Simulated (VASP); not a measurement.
Set up this calculation in VASP 6.6.1, as the native input.

```yaml
Task: single point
Functional: PBE
Dispersion: D3(BJ)
Potentials_or_basis: VASP PAW PBE potentials, release 64 (P)
Cutoff: 520 eV
k_mesh: 6 × 6 × 1
Occupations: gaussian, width 0.1 eV
Spin: no spin polarisation
Dipole_correction: yes
Further_INCAR_settings: ALGO = Normal; EDIFF = 1e-06; NBANDS = 18
```

The structure of P lies in POSCAR:

```
P
1.0
    3.3803898600      0.0000000000      0.0000000000
   -1.6901944800      2.9275038200      0.0000000000
    0.0000000000      0.0000000000     20.0000000000
P
4
Direct
    0.6666666700      0.3333333300      0.4212500000
    0.3333333300      0.6666666700      0.3640120700
    0.6666666700      0.3333333300      0.5787500000
    0.0000000000      0.0000000000      0.6359879300
```

These files were run (other wordings do the same):

INCAR

```
SYSTEM = P
ALGO     = Normal         ! electronic algorithm
DIPOL    = 0.5 0.5 0.500
EDIFF    = 1E-6           ! SCF threshold, eV
ENCUT    = 520            ! plane-wave cutoff, eV
GGA      = PE             ! functional
IDIPOL   = 3            
ISIF     = 2              ! what is computed and relaxed
ISMEAR   = 0              ! smearing method
IVDW     = 12             ! dispersion correction
LASPH    = .TRUE.         ! aspherical terms in the spheres
LCHARG   = .TRUE.         ! write CHGCAR
LDIPOL   = .TRUE.       
LELF     = .TRUE.         ! ELF
LREAL    = .FALSE.        ! projectors in reciprocal space
LVACPOTAV= .TRUE.       
LVHAR    = .TRUE.       
LWAVE    = .FALSE.        ! write WAVECAR
NBANDS   = 18             ! bands
NELM     = 100            ! most SCF steps
PREC     = Accurate       ! precision mode
SIGMA    = 0.1            ! smearing width, eV
```

KPOINTS

```
k-points
0
G
  6 6 1
  0 0 0
```

Potentials or basis: VASP PAW PBE potentials, release 64 (P).

Command:

```console
$ cat potpaw_PBE.64/P/POTCAR > POTCAR
$ mpirun -np 1 vasp_std > vasp.out
```

It gave:

| Property | Result |
| --- | --- |
| Largest force | 0.934 eV/Å |
| Band gap on the k mesh | 0.17 eV (least direct gap 1.02 eV) |
| Dispersion energy per atom | -0.256 eV |

Run time: 23 s on 1 thread of AMD EPYC 9R45 96-Core Processor (Zen 5), with other jobs on the host, peak memory 0.28 GiB.
